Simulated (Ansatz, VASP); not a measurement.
**One calculation of Ir, two programs**

```xyz
1
Lattice="0.0000 1.8429 1.8429 1.8429 0.0000 1.8429 1.8429 1.8429 0.0000" Properties=species:S:1:pos:R:3 pbc="T T T"
Ir    0.0000    0.0000    0.0000
```

Change from the starting cell: strain -0.040 along x and y, -0.040 along z, atoms carried along.

Alike in both runs: task single point; functional PBE; k mesh 22 × 22 × 22; occupations gaussian, width 0.15 eV; no spin polarisation.

|  | VASP | Ansatz |
| --- | --- | --- |
| version | VASP 6.6.1 | Ansatz 0.2.0 |
| potentials or method | VASP PAW PBE potentials, release 64 (Ir), cutoff 520 eV | scalar-relativistic, plane waves, PAW |
| valence electrons in the cell | 9 | 17 |

VASP gave:

```
gap on the k mesh at the Fermi level (eV) : none
pressure (GPa)                            : 75.7
```

Estimate Ansatz's values.

gap on the k mesh at the Fermi level (eV): none; pressure (GPa): 74.0.

A gap of «none» marks a metal or a gap that the smearing closes. Both programs put the cell under a high pressure, so it lies far from rest at this level. The functional is the same, so the differences come from potentials, cutoffs and numerics. VASP's potentials hold 9 valence electrons a cell and Ansatz's 17, so a difference there can come from the potentials and not from the codes.

Spin-orbit coupling is off throughout. Noted on VASP's run: the cell as given lies far from equilibrium.
